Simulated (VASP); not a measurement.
Wanted: the native input for a VASP 6.6.1 run.

```yaml
Task: single point
Functional: PBE
Potentials_or_basis: VASP PAW PBE potentials, release 64 (Li_sv, S, Tl_d)
Cutoff: 520 eV
k_mesh: 4 × 4 × 2
Occupations: gaussian, width 0.01 eV
Spin: no spin polarisation
Dipole_correction: no
Further_INCAR_settings: ALGO = Normal; EDIFF = 1e-06; NBANDS = 22
```

The structure of LiTlS2 lies in POSCAR:

```
LiTlS2
1.0
    4.0667718535      0.0000000000      0.0000000000
    0.0000000000      4.0667718535      0.0000000000
    0.0000000000      0.0000000000      5.7187778076
Li S Tl
1 2 1
Direct
    0.0000000000      0.0000000000      0.0000000000
    0.0000000000      0.5000000000      0.2309016898
    0.5000000000      0.0000000000      0.7690983102
    0.5000000000      0.5000000000      0.5000000000
```

These files were run (other wordings do the same):

INCAR

```
ALGO = Normal
EDIFF = 1E-6
ENCUT = 520
GGA = PE
ISIF = 2
ISMEAR = 0
LASPH = T
LCHARG = F
LREAL = F
LWAVE = F
NBANDS = 22
NELM = 80
PREC = Accurate
SIGMA = 0.01
```

KPOINTS

```
k-points
0
Gamma
  4 4 2
```

Potentials or basis: VASP PAW PBE potentials, release 64 (Li_sv, S, Tl_d).

The run is started by

```bash
$ cat potpaw_PBE.64/Li_sv/POTCAR potpaw_PBE.64/S/POTCAR potpaw_PBE.64/Tl_d/POTCAR > POTCAR
$ mpirun -np 1 vasp_std > vasp.out
```

Results of the run:

```json
{"Largest force": "0.170 eV/Å", "Band gap on the k mesh": "0.93 eV, direct"}
```

Caveat: the k points lie up to 0.55 Å⁻¹ apart; spin-orbit coupling is left out, which moves the levels of the heavy elements.

Wall time 22 s on 1 thread of Intel(R) Xeon(R) Platinum 8259CL CPU @ 2.50GHz (Skylake/Cascade Lake) (shared host), peak memory 0.2 GiB.
